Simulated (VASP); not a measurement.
Set up this calculation in VASP 6.6.1, as the native input.

| Quantity | Value |
| --- | --- |
| Task | single point |
| Functional | RPBE |
| Potentials or basis | VASP PAW PBE potentials, release 64 (Cu) |
| Cutoff | 600 eV |
| k mesh | 7 × 7 × 7 |
| Occupations | gaussian, width 0.1 eV |
| Spin | no spin polarisation |
| Dipole correction | no |
| Further INCAR settings | ALGO = Normal; EDIFF = 1e-06; NBANDS = 12 |

The structure of Cu lies in POSCAR:

```
Cu
1.0
    0.0000000000      1.8075000000      1.8075000000
    1.8075000000      0.0000000000      1.8075000000
    1.8075000000      1.8075000000      0.0000000000
Cu
1
Direct
    0.0000000000      0.0000000000      0.0000000000
```

One way to write it, as run:

INCAR

```
SYSTEM = Cu
PREC = Accurate ; ENCUT = 600
EDIFF = 1E-6 ; ISMEAR = 0
SIGMA = 0.1 ; LREAL = .FALSE.
LASPH = .TRUE. ; NELM = 120
ALGO = Normal ; ISIF = 2
LWAVE = .FALSE. ; LCHARG = .FALSE.
GGA = RP ; NBANDS = 12
GGA_COMPAT = .FALSE.
```

KPOINTS

```
Automatic mesh
0
G
  7 7 7
  0 0 0
```

Potentials or basis: VASP PAW PBE potentials, release 64 (Cu).

Command:

```bash
$ cat potpaw_PBE.64/Cu/POTCAR > POTCAR
$ mpirun -np 1 vasp_std > vasp.out
```

It gave:

- Pressure: 7.2 GPa

Caveat: the k points lie up to 0.43 Å⁻¹ apart; the PAW data sets were made with another functional, which shifts forces and pressure a little.

Run time: 7.7 s on 1 thread of Intel Xeon 8259CL, on a shared host, peak memory 0.12 GiB.
